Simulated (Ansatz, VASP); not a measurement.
**Two plane-wave programs on MgS**

The input INCAR:

```
SYSTEM = MgS
PREC = Accurate
ENCUT = 600
EDIFF = 1E-6
ISMEAR = 0
SIGMA = 0.02
LREAL = .False.
LASPH = .True.
NELM = 120
ALGO = Normal
ISIF = 2
LWAVE = .False.
LCHARG = .True.
LELF = .True.
LVHAR = .True.
NBANDS = 11
GGA_COMPAT = .False.
```

Contents of KPOINTS:

```
Automatic mesh
0
Gamma
  8 8 8
  0 0 0
```

File POSCAR:

```
MgS
1.0
    0.0000000000      2.5648455787      2.5648455787
    2.5648455787      0.0000000000      2.5648455787
    2.5648455787      2.5648455787      0.0000000000
Mg S
1 1
Direct
    0.0000000000      0.0000000000      0.0000000000
    0.5000000000      0.5000000000      0.5000000000
```

Input for Ansatz:

```yaml
crystal:
  lattice:
    - [0.0, 2.5648455762, 2.5648455762]
    - [2.5648455762, 0.0, 2.5648455762]
    - [2.5648455762, 2.5648455762, 0.0]
  atoms:
    - { symbol: Mg, position: [0.0, 0.0, 0.0] }
    - { symbol: S, position: [0.5, 0.5, 0.5] }
basis:
  ecutwfc: 420
kpoints:
  mp_grid: { grid: [8, 8, 8] }
  band_path:
    path:
      - [[0.0, 0.0, 0.0], [0.5, 0.0, 0.5], [0.625, 0.25, 0.625]]
      - [[0.375, 0.375, 0.75], [0.0, 0.0, 0.0], [0.5, 0.5, 0.5], [0.5, 0.25, 0.75], [0.5, 0.0, 0.5]]
    npoints: 10
hamiltonian:
  xc: lda
  pseudopotentials: { kind: paw, azcp: { folder: soft_1 } }
scf:
  occupations: { method: gaussian, width: 0.02 }
  n_extra_bands: 7
output:
  forces: true
  stress: true
  eigenvalues: true
```

Alike in both runs: task single point; functional LDA; k mesh 8 × 8 × 8; occupations gaussian, width 0.02 eV; no spin polarisation.

|  | VASP | Ansatz |
| --- | --- | --- |
| version | VASP 6.6.1 | Ansatz 0.2.0 |
| potentials or method | VASP PAW LDA potentials, release 64 (Mg, S), cutoff 600 eV | scalar-relativistic, plane waves, PAW |
| valence electrons in the cell | 8 | 16 |

Ansatz gave:

| Item | Value |
| --- | --- |
| gap on the k mesh at the Fermi level (eV) | 2.65 |
| least direct gap on the mesh (eV) | 3.82 |
| pressure (GPa) | 0.0 |

Question: What did VASP give for the same quantities?

Answer: gap on the k mesh at the Fermi level (eV): 2.65; least direct gap on the mesh (eV): 3.84; pressure (GPa): -0.6.

Ansatz warns that its potentials were made for another functional, while VASP's fit it. LDA's correlation is that of Perdew and Zunger in VASP and of Perdew and Wang (1992) in Ansatz. VASP's potentials hold 8 valence electrons a cell and Ansatz's 16, so a difference there can come from the potentials and not from the codes.
